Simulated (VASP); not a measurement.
Input of a VASP 6.6.1 run:

INCAR

```
SYSTEM = CdF2
PREC = Accurate ; ENCUT = 700
EDIFF = 1E-6 ; ISMEAR = 0
SIGMA = 0.02 ; LREAL = .False.
LASPH = .True. ; NELM = 120
ALGO = Normal ; ISIF = 2
LWAVE = .False. ; LCHARG = .False.
GGA = PE ; IVDW = 12
NBANDS = 24 ; GGA_COMPAT = .False.
```

Contents of KPOINTS:

```
Automatic mesh
0
Gamma
  8 8 8
  0 0 0
```

Contents of POSCAR:

```
CdF2
1.0
    0.0000000000      2.6379932570      2.6379932570
    2.6379932570      0.0000000000      2.6379932570
    2.6379932570      2.6379932570      0.0000000000
Cd F
1 2
Direct
    0.0000000000      0.0000000000      0.0000000000
    0.2500000000      0.2500000000      0.2500000000
    0.7500000000      0.7500000000      0.7500000000
```

Potentials or basis: VASP PAW PBE potentials, release 64 (Cd_sv_GW, F).

The run is started by

```bash
$ cat potpaw_PBE.64/Cd_sv_GW/POTCAR potpaw_PBE.64/F/POTCAR > POTCAR
$ mpirun -np 1 vasp_std > vasp.out
```

(1) Predict the dispersion energy per atom.

(2) Estimate the pressure.

Answers

(1) -0.178 eV.

(2) 11.3 GPa.

Caveat: the cell stands under pressure.
